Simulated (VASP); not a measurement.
# Ir2O (P6/mmm) in VASP: single point with PBE

Aim: the single point of Ir2O with PBE.

Everything below comes from runs of VASP 6.6.1. Logs are shortened: lines on timing, memory, paths and dates and some standing lists are left out, and cuts for length are marked.

**1. The cell of the first run**

Symmetry: P6/mmm, No. 191, hexagonal system. Conventional cell: a = 4.227 Å, b = 4.227 Å, c = 2.678 Å, α = 90.00°, β = 90.00°, γ = 120.00°. Within 3.2 Å of Ir (site symmetry -6m2) lie 5 Ir at 2.44 to 2.68 Å and 3 O at 2.44 Å. O (site symmetry 6/mmm) has 6 Ir at 2.44 Å and 2 O at 2.68 Å within 3.2 Å.

The cell was generated, and may not be a known phase.

**2. Single point, PBE**

The input, INCAR:

```
ALGO = Normal
EDIFF = 1E-6
ENCUT = 700
GGA = PE
GGA_COMPAT = False
ISIF = 2
ISMEAR = 0
LASPH = True
LCHARG = False
LREAL = False
LWAVE = False
NBANDS = 27
NELM = 120
PREC = Accurate
SIGMA = 0.1
```

The input, KPOINTS:

```
k-points
0
Gamma
  6 6 6
```

The input, POSCAR:

```
Ir2O
1.0
    4.2273517117      0.0000000000      0.0000000000
   -2.1136758559      3.6609939731      0.0000000000
    0.0000000000      0.0000000000      2.6777860005
Ir O
2 1
Direct
    0.3333333333      0.6666666667      0.0000000000
    0.6666666667      0.3333333333      0.0000000000
    0.0000000000      0.0000000000      0.0000000000
```

Potentials or basis: VASP PAW PBE potentials, release 64 (Ir_sv_GW, O).

Started as:

```console
$ cat potpaw_PBE.64/Ir_sv_GW/POTCAR potpaw_PBE.64/O/POTCAR > POTCAR
$ mpirun -np 1 vasp_std > vasp.out
```

OUTCAR:

```text
EDIFF = 1E-6
   ENCUT = 700
   GGA = PE
   ISIF = 2
   ISMEAR = 0
   LASPH = True
   LREAL = False
   NELM = 120
   PREC = Accurate

 ion  position               nearest neighbor table
   1  0.333  0.667  0.000-   2 2.44   3 2.44   2 2.44   3 2.44   3 2.44   2 2.44
   2  0.667  0.333  0.000-   1 2.44   3 2.44   1 2.44   3 2.44   3 2.44   1 2.44
   3  0.000  0.000  0.000-   1 2.44   2 2.44   2 2.44   1 2.44   2 2.44   1 2.44

  LATTYP: Found a hexagonal cell.
 ALAT       =     4.2273517117
 C/A-ratio  =     0.6334429172

  Lattice vectors:

 A1 = (   4.2273517117,   0.0000000000,   0.0000000000)
 A2 = (  -2.1136758559,   3.6609939731,   0.0000000000)
 A3 = (   0.0000000000,   0.0000000000,   2.6777860005)

Analysis of symmetry for initial positions (statically):
=====================================================================
 Subroutine PRICEL returns:
 Original cell was already a primitive cell.

 Routine SETGRP: Setting up the symmetry group for a
 hexagonal supercell.

 Subroutine GETGRP returns: Found 24 space group operations
 (whereof 24 operations were pure point group operations)
 out of a pool of 24 trial point group operations.

The static configuration has the point symmetry D_6h.

Analysis of symmetry for dynamics (positions and initial velocities):
=====================================================================
 Subroutine PRICEL returns:
 Original cell was already a primitive cell.

 Routine SETGRP: Setting up the symmetry group for a
 hexagonal supercell.

 Subroutine GETGRP returns: Found 24 space group operations
 (whereof 24 operations were pure point group operations)
 out of a pool of 24 trial point group operations.

The dynamic configuration has the point symmetry D_6h.

 Subroutine INISYM returns: Found 24 space group operations
 (whereof 24 operations are pure point group operations),
 and found     1 'primitive' translations

----------------------------------------------------------------------------------------

                                     Primitive cell

  volume of cell :      41.4422

  direct lattice vectors                    reciprocal lattice vectors
     4.227351712  0.000000000  0.000000000     0.236554720  0.136574931  0.000000000
[... 83 lines left out ...]
   LNONCOLLINEAR =      F non collinear calculations
   LSORBIT =      F    spin-orbit coupling
   LASPH  =      T    aspherical Exc in radial PAW
   ENCUT  =  700.0 eV  51.45 Ry    7.17 a.u.   9.12  9.12  5.78*2*pi/ulx,y,z
   NELM   =    120;   NELMIN=  2; NELMDL= -5     # of ELM steps
   EDIFF  = 0.1E-05   stopping-criterion for ELM
   LREAL  =      F    real-space projection
   EDIFFG = 0.1E-04   stopping-criterion for IOM
   NSW    =      0    number of steps for IOM
   IBRION =     -1    ionic relax: 0-MD 1-quasi-New 2-CG
   NFREE  =      0    steps in history (QN), initial steepest desc. (CG)
   ISIF   =      2    stress and relaxation
   ISYM   =      2    0-nonsym 1-usesym 2-fastsym
   POTIM  = 0.5000    time-step for ionic-motion
   TEBEG  =    0.0;   TEEND  =   0.0 temperature during run
   PSTRESS=    0.0 pullay stress
   NELECT =      40.0000    total number of electrons
   NUPDOWN=      -1.0000    fix difference up-down
   EMIN   =  10.00;   EMAX   =-10.00  energy-range for DOS
   EFERMI =   0.00;   METHOD = LEGACY
   ISMEAR =     0;   SIGMA  =   0.10  broadening in eV -4-tet -1-fermi 0-gaus
   EFERMI_NEDOS =   21; number of points for ismear=-14 and -15
   IALGO  =     38    algorithm
   IMIX   =      4    mixing-type and parameters
     AMIX     =   0.40;   BMIX     =  1.00
     AMIX_MAG =   1.60;   BMIX_MAG =  1.00
  volume/ion in A,a.u.               =      13.81        93.22
  Fermi-wavevector in a.u.,A,eV,Ry     =   1.617883  3.057355 35.613861  2.617545
  Thomas-Fermi vector in A             =   2.712236
   LORBIT       =      0    0 simple, 1 ext, 2 COOP (PROOUT), +10 PAW based schemes
   GGA     = PE    functional components
   LHFCALC =     F    Hartree Fock is set to
   AEXX    =    0.0000 exact exchange contribution
   IVDW    =     0    specifies the selected vdW correction
   LEPSILON=     F    determine dielectric tensor
   LRPA    =     F    only Hartree local field effects (RPA)
 non-spin polarized calculation
 Gauss-broadening in eV      SIGMA  =   0.10
  energy-cutoff  :      700.00
  volume of cell :       41.44
 maximum number of plane-waves:      1772
   NGX = 19   NGY = 19   NGZ = 11

 number of electron      40.0000002 magnetization

 Free energy of the ion-electron system (eV)
  ---------------------------------------------------
  ext. energy  EPLUGINS =         0.00000000
  ---------------------------------------------------
  free energy    TOTEN  =       -21.36823919 eV

  energy without entropy =      -21.34933900  energy(sigma->0) =      -21.35878909

 E-fermi :   8.4920     XC(G=0): -12.9586

 val. band max:        8.4537498264   @ k =   0.3333   0.0000   0.3333
 cond. band min:       8.5366843718   @ k =   0.1667   0.0000   0.1667
 fundamental gap:      0.0829345455
 Fermi energy:         8.4919932714

 k-point     1 :       0.0000    0.0000    0.0000
  band No.  band energies     occupation
      1     -84.3515      2.00000
      2     -84.2185      2.00000
      3     -41.6327      2.00000
      4     -41.6327      2.00000
      5     -40.8576      2.00000
      6     -40.8576      2.00000
[... 709 lines left out ...]
     26      17.2574      0.00000
     27      20.2206      0.00000

 [... further k-points ...]

------------------------ aborting loop because EDIFF is reached ----------------------------------------

  FORCE on cell =-STRESS in cart. coord.  units (eV):
  Direction    XX          YY          ZZ          XY          YZ          ZX
  --------------------------------------------------------------------------------------
  -------------------------------------------------------------------------------------
  Total       -0.0804738     -0.0804738     -0.0770758      0.0000000      0.0000000      0.0000000
  in kB       -3.1111551     -3.1111551     -2.9797877      0.0000000      0.0000000      0.0000000
  external PRESSURE =      -3.0673660 kB  Pullay stress =       0.0000000 kB

 VOLUME and BASIS-vectors are now :
 -----------------------------------------------------------------------------
  energy-cutoff  :      700.00
  volume of cell :       41.44
      direct lattice vectors                 reciprocal lattice vectors
     4.227351712  0.000000000  0.000000000     0.236554720  0.136574931  0.000000000
    -2.113675856  3.660993973  0.000000000     0.000000000  0.273149862  0.000000000
     0.000000000  0.000000000  2.677786000     0.000000000  0.000000000  0.373442837

 POSITION                                       TOTAL-FORCE (eV/Angst)
 -----------------------------------------------------------------------------------
     -0.00000      2.44066      0.00000         0.000000     -0.000000     -0.000000
      2.11368      1.22033      0.00000        -0.000000      0.000000      0.000000
      0.00000      0.00000      0.00000        -0.000000      0.000000      0.000000
 -----------------------------------------------------------------------------------
    total drift:                                0.000000      0.000000      0.000000

  FREE ENERGIE OF THE ION-ELECTRON SYSTEM (eV)
  ---------------------------------------------------
  free  energy   TOTEN  =       -21.3682391905 eV

  energy  without entropy=      -21.3493389951  energy(sigma->0) =      -21.35878909
```

OSZICAR:

```text
N       E                     dE             d eps       ncg     rms          rms(c)
DAV:   1     0.490376073439E+03    0.49038E+03   -0.32686E+04  1528   0.196E+03
DAV:   2    -0.862863670976E+01   -0.49900E+03   -0.49014E+03  1890   0.559E+02
DAV:   3    -0.276519445492E+02   -0.19023E+02   -0.18801E+02  1730   0.105E+02
DAV:   4    -0.277950102669E+02   -0.14307E+00   -0.14279E+00  1721   0.985E+00
DAV:   5    -0.277958881345E+02   -0.87787E-03   -0.87770E-03  1680   0.706E-01    0.109E+02
DAV:   6    -0.250271396189E+02    0.27687E+01   -0.31241E+01  1578   0.394E+01    0.630E+01
DAV:   7    -0.273182560352E+02   -0.22911E+01   -0.15270E+02  1568   0.315E+01    0.408E+01
DAV:   8    -0.221837291818E+02    0.51345E+01   -0.65154E+00  1560   0.174E+01    0.727E+00
DAV:   9    -0.214800310516E+02    0.70370E+00   -0.17293E+00  1600   0.800E+00    0.384E+00
DAV:  10    -0.214313430975E+02    0.48688E-01   -0.88027E-02  1644   0.168E+00    0.319E+00
DAV:  11    -0.213720601304E+02    0.59283E-01   -0.27710E-01  1583   0.235E+00    0.113E+00
DAV:  12    -0.213689790045E+02    0.30811E-02   -0.39133E-02  1574   0.795E-01    0.323E-01
DAV:  13    -0.213690908519E+02   -0.11185E-03   -0.13931E-02  1695   0.430E-01    0.262E-01
DAV:  14    -0.213682493386E+02    0.84151E-03   -0.30762E-03  1609   0.199E-01    0.646E-02
DAV:  15    -0.213683089334E+02   -0.59595E-04   -0.66245E-04  1623   0.107E-01    0.843E-02
DAV:  16    -0.213682666503E+02    0.42283E-04   -0.59838E-05  1369   0.335E-02    0.517E-02
DAV:  17    -0.213682391551E+02    0.27495E-04   -0.98381E-05  1491   0.347E-02    0.112E-02
DAV:  18    -0.213682391905E+02   -0.35448E-07   -0.28901E-06  1279   0.941E-03
   1 F= -.21368239E+02 E0= -.21358789E+02  d E =-.189002E-01
```

Run time: 57 s. Hardware: 1 thread of Intel Xeon Platinum 8488C (Sapphire Rapids), shared host; peak memory 0.21 GiB.

What came out:

```yaml
Free_energy: -21.3682 eV
Pressure: -0.3 GPa
Band_gap_on_the_k_mesh: zero (bands 20 and 21 overlap by 2.12 eV)
```

Levels at points of the mesh, in eV from the Fermi level:
| k point | band 17 | band 18 | band 19 | band 20 | band 21 | band 22 | band 23 | band 24 |
| --- | --- | --- | --- | --- | --- | --- | --- | --- |
| (0.00, 0.00, 0.00) | -1.81 | -1.81 | -0.69 | 0.50 | 0.50 | 1.36 | 1.36 | 6.13 |
| (0.50, 0.00, 0.00) | -2.08 | -1.31 | -0.32 | -0.09 | 0.14 | 0.54 | 0.88 | 3.60 |
| (0.00, 0.00, 0.50) | -3.10 | -2.02 | -2.02 | 1.52 | 1.52 | 1.99 | 2.65 | 5.11 |
| (0.50, 0.00, 0.50) | -1.96 | -1.18 | -1.09 | 0.12 | 1.19 | 2.45 | 3.66 | 6.45 |

Caveat: the k points lie up to 0.39 Å⁻¹ apart, too coarse for converged energies and pressures of a metal; spin-orbit coupling is left out, which moves the levels of the heavy elements.

The gap in the log of VASP goes by the Fermi energy; the results here count the filled bands.